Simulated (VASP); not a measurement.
# Mn (P6_3/mmc) in VASP: notebook, part 2 of 2

VASP 6.6.1. Earlier steps stand in the parts before.

## Step 3: Single point, PBEsol (strain +0.030 along x and y, +0.030 along z)

Input file INCAR:

```
PREC = Accurate
ENCUT = 520
EDIFF = 1E-7
ISMEAR = 0
SIGMA = 0.15
LREAL = False
LASPH = True
NELM = 80
ALGO = Fast
ISIF = 2
LWAVE = False
LCHARG = False
GGA = PS
NBANDS = 20
```

Input file KPOINTS:

```
regular mesh
0
Gamma
  21 21 12
```

Input file POSCAR:

```
Mn
1.0
    2.5581551436      0.0000000000      0.0000000000
   -1.2790775718      2.2154273412      0.0000000000
    0.0000000000      0.0000000000      4.1469808500
Mn
2
Direct
    0.6666666667      0.3333333333      0.7500000000
    0.3333333333      0.6666666667      0.2500000000
```

Potentials or basis: VASP PAW PBE potentials, release 64 (Mn_pv).

Launch:

```sh
cat potpaw_PBE.64/Mn_pv/POTCAR > POTCAR
mpirun -np 1 vasp_std > vasp.out
```

OUTCAR:

```text
PREC = Accurate
   ENCUT = 520
   EDIFF = 1E-7
   ISMEAR = 0
   LREAL = False
   LASPH = True
   NELM = 80
   ISIF = 2
   GGA = PS

 ion  position               nearest neighbor table
   1  0.667  0.333  0.750-   2 2.55   2 2.55   2 2.55   2 2.55   2 2.55   2 2.55
   2  0.333  0.667  0.250-   1 2.55   1 2.55   1 2.55   1 2.55   1 2.55   1 2.55

  LATTYP: Found a hexagonal cell.
 ALAT       =     2.5581551436
 C/A-ratio  =     1.6210826229

  Lattice vectors:

 A1 = (   2.5581551436,   0.0000000000,   0.0000000000)
 A2 = (  -1.2790775718,   2.2154273412,   0.0000000000)
 A3 = (   0.0000000000,   0.0000000000,   4.1469808500)

Analysis of symmetry for initial positions (statically):
=====================================================================
 Subroutine PRICEL returns:
 Original cell was already a primitive cell.

 Routine SETGRP: Setting up the symmetry group for a
 hexagonal supercell.

 Subroutine GETGRP returns: Found 24 space group operations
 (whereof 12 operations were pure point group operations)
 out of a pool of 24 trial point group operations.

The static configuration has the point symmetry D_3d.
 The point group associated with its full space group is D_6h.

Analysis of symmetry for dynamics (positions and initial velocities):
=====================================================================
 Subroutine PRICEL returns:
 Original cell was already a primitive cell.

 Routine SETGRP: Setting up the symmetry group for a
 hexagonal supercell.

 Subroutine GETGRP returns: Found 24 space group operations
 (whereof 12 operations were pure point group operations)
 out of a pool of 24 trial point group operations.

The dynamic configuration has the point symmetry D_3d.
 The point group associated with its full space group is D_6h.

 Subroutine INISYM returns: Found 24 space group operations
 (whereof 12 operations are pure point group operations),
 and found     1 'primitive' translations

----------------------------------------------------------------------------------------

                                     Primitive cell

  volume of cell :      23.5026

  direct lattice vectors                    reciprocal lattice vectors
     2.558155144  0.000000000  0.000000000     0.390906706  0.225690092  0.000000000
    -1.279077572  2.215427341  0.000000000     0.000000000  0.451380184  0.000000000
     0.000000000  0.000000000  4.146980850     0.000000000  0.000000000  0.241139286

  length of vectors
     2.558155144  2.558155144  4.146980850     0.451380184  0.451380184  0.241139286

  position of ions in fractional coordinates (direct lattice)
     0.666666667  0.333333333  0.750000000
     0.333333333  0.666666667  0.250000000

  ion indices of the primitive-cell ions
   primitive index   ion index
                 1           1
                 2           2

----------------------------------------------------------------------------------------

 KPOINTS: regular mesh

Automatic generation of k-mesh.
 Grid dimensions read from file:
 generate k-points for:   21   21   12

 Generating k-lattice:

  Cartesian coordinates                     Fractional coordinates (reciprocal lattice)
     0.018614605  0.010747147  0.000000000     0.047619048  0.000000000  0.000000000
     0.000000000  0.021494294  0.000000000     0.000000000  0.047619048  0.000000000
     0.000000000  0.000000000  0.020094940     0.000000000  0.000000000  0.083333333

  Length of vectors
     0.021494294  0.021494294  0.020094940

  Shift w.r.t. Gamma in fractional coordinates (k-lattice)
     0.000000000  0.000000000  0.000000000

 Subroutine IBZKPT returns following result:
 ===========================================

 Found    336 irreducible k-points:

 Following reciprocal coordinates:
            Coordinates               Weight
  0.000000  0.000000  0.000000      1.000000
  0.047619  0.000000  0.000000      6.000000
  0.095238  0.000000  0.000000      6.000000
  0.142857  0.000000  0.000000      6.000000
  0.190476  0.000000  0.000000      6.000000
  0.238095  0.000000  0.000000      6.000000
[... 16 lines left out ...]
  0.142857  0.095238  0.000000     12.000000
  0.190476  0.095238  0.000000     12.000000
 [... further k-points ...]
   k-points           NKPTS =    336   k-points in BZ     NKDIM =    336   number of bands    NBANDS=     20
   number of dos      NEDOS =    301   number of ions     NIONS =      2
   total plane-waves  NPLWV =  12800
   dimension x,y,z NGX =    20 NGY =   20 NGZ =   32
   dimension x,y,z NGXF=    40 NGYF=   40 NGZF=   64
   ions per type =               2
   NGX,Y,Z   is equivalent  to a cutoff of  13.00, 13.00, 12.83 a.u.
   NGXF,Y,Z  is equivalent  to a cutoff of  25.99, 25.99, 25.66 a.u.
 SYSTEM =  unknown system
   PREC   = accura    normal or accurate (medium, high low for compatibility)
   ISTART =      0    job   : 0-new  1-cont  2-samecut
   ICHARG =      2    charge: 1-file 2-atom 10-const
   ISPIN  =      1    spin polarized calculation?
   LNONCOLLINEAR =      F non collinear calculations
   LSORBIT =      F    spin-orbit coupling
   LASPH  =      T    aspherical Exc in radial PAW
   ENCUT  =  520.0 eV  38.22 Ry    6.18 a.u.   4.76  4.76  7.71*2*pi/ulx,y,z
   NELM   =     80;   NELMIN=  2; NELMDL= -5     # of ELM steps
   EDIFF  = 0.1E-06   stopping-criterion for ELM
   LREAL  =      F    real-space projection
   EDIFFG = 0.1E-05   stopping-criterion for IOM
   NSW    =      0    number of steps for IOM
   IBRION =     -1    ionic relax: 0-MD 1-quasi-New 2-CG
   NFREE  =      0    steps in history (QN), initial steepest desc. (CG)
   ISIF   =      2    stress and relaxation
   ISYM   =      2    0-nonsym 1-usesym 2-fastsym
   POTIM  = 0.5000    time-step for ionic-motion
   TEBEG  =    0.0;   TEEND  =   0.0 temperature during run
   PSTRESS=    0.0 pullay stress
   NELECT =      26.0000    total number of electrons
   NUPDOWN=      -1.0000    fix difference up-down
   EMIN   =  10.00;   EMAX   =-10.00  energy-range for DOS
   EFERMI =   0.00;   METHOD = LEGACY
   ISMEAR =     0;   SIGMA  =   0.15  broadening in eV -4-tet -1-fermi 0-gaus
   EFERMI_NEDOS =   21; number of points for ismear=-14 and -15
   IALGO  =     68    algorithm
   IMIX   =      4    mixing-type and parameters
     AMIX     =   0.40;   BMIX     =  1.00
     AMIX_MAG =   1.60;   BMIX_MAG =  1.00
  volume/ion in A,a.u.               =      11.75        79.30
  Fermi-wavevector in a.u.,A,eV,Ry     =   1.693144  3.199578 39.004303  2.866735
  Thomas-Fermi vector in A             =   2.774603
   LORBIT       =      0    0 simple, 1 ext, 2 COOP (PROOUT), +10 PAW based schemes
   GGA     = PS    functional components
   LHFCALC =     F    Hartree Fock is set to
   AEXX    =    0.0000 exact exchange contribution
   IVDW    =     0    specifies the selected vdW correction
   LEPSILON=     F    determine dielectric tensor
   LRPA    =     F    only Hartree local field effects (RPA)
 non-spin polarized calculation
 RMM-DIIS sequential band-by-band and
 Gauss-broadening in eV      SIGMA  =   0.15
  energy-cutoff  :      520.00
  volume of cell :       23.50
 maximum number of plane-waves:       655
 NGX is ok and might be reduce to    20
   NGX =  9   NGY =  9   NGZ = 15

 number of electron      25.9999979 magnetization

 Free energy of the ion-electron system (eV)
  ---------------------------------------------------
  ext. energy  EPLUGINS =         0.00000000
  ---------------------------------------------------
  free energy    TOTEN  =       -19.12806699 eV

  energy without entropy =      -19.09256464  energy(sigma->0) =      -19.11031581

 E-fermi :   8.9918     XC(G=0): -13.6499

 val. band max:        8.9916733212   @ k =   0.2381   0.1429   0.5000
 cond. band min:       8.9936028553   @ k =   0.4286   0.0000   0.1667
 fundamental gap:      0.0019295341
 Fermi energy:         8.9918223680

 k-point     1 :       0.0000    0.0000    0.0000
  band No.  band energies     occupation
      1     -39.0007      2.00000
      2     -38.5062      2.00000
      3     -38.5062      2.00000
      4     -38.4267      2.00000
      5     -38.4267      2.00000
      6     -38.4202      2.00000
[... 12 lines left out ...]
     19      17.2791      0.00000
     20      29.1274      0.00000

 k-point     2 :       0.0476    0.0000    0.0000
  band No.  band energies     occupation
      1     -38.9965      2.00000
      2     -38.5156      2.00000
      3     -38.5093      2.00000
      4     -38.4365      2.00000
      5     -38.4282      2.00000
      6     -38.4218      2.00000
[... 498 lines left out ...]
 k-point    24 :       0.1905    0.0952    0.0000
  band No.  band energies     occupation
      1     -38.8943      2.00000
      2     -38.7057      2.00000
      3     -38.6583      2.00000
      4     -38.5623      2.00000
      5     -38.4759      2.00000
      6     -38.4664      2.00000
[... 12 lines left out ...]
     19      17.4618      0.00000
     20      23.0214      0.00000

 [... further k-points ...]
[... 5 lines left out ...]
  --------------------------------------------------------------------------------------
  -------------------------------------------------------------------------------------
  Total       -4.3712823     -4.3712823     -4.5160641      0.0000000      0.0000000     -0.0000000
  in kB     -297.9909067   -297.9909067   -307.8607018      0.0000000      0.0000000     -0.0000000
  external PRESSURE =    -301.2808384 kB  Pullay stress =       0.0000000 kB

 VOLUME and BASIS-vectors are now :
 -----------------------------------------------------------------------------
  energy-cutoff  :      520.00
  volume of cell :       23.50
      direct lattice vectors                 reciprocal lattice vectors
     2.558155144  0.000000000  0.000000000     0.390906706  0.225690092  0.000000000
    -1.279077572  2.215427341  0.000000000     0.000000000  0.451380184  0.000000000
     0.000000000  0.000000000  4.146980850     0.000000000  0.000000000  0.241139286

 POSITION                                       TOTAL-FORCE (eV/Angst)
 -----------------------------------------------------------------------------------
      1.27908      0.73848      3.11024        -0.000000      0.000000      0.000000
     -0.00000      1.47695      1.03675         0.000000     -0.000000      0.000000
 -----------------------------------------------------------------------------------
    total drift:                               -0.000000      0.000000     -0.000000

  FREE ENERGIE OF THE ION-ELECTRON SYSTEM (eV)
  ---------------------------------------------------
  free  energy   TOTEN  =       -19.1280669883 eV

  energy  without entropy=      -19.0925646411  energy(sigma->0) =      -19.11031581
```

It took 74 s on 1 thread of Intel Xeon 6975P-C (Granite Rapids), shared host; peak memory 0.23 GiB.

What came out:

```
Free energy            : -19.1281 eV
Pressure               : -30.1 GPa
Band gap on the k mesh : zero (band 13 reaches 9.86 eV, above the bottom of band 14 at 8.10 eV)
```

Caveat: the cell differs from its parent crystal (strain +0.030 along x and y, +0.030 along z); the PAW data sets were made with another functional, which shifts forces and pressure a little; the run has no spin polarisation, though such a crystal can be magnetic.
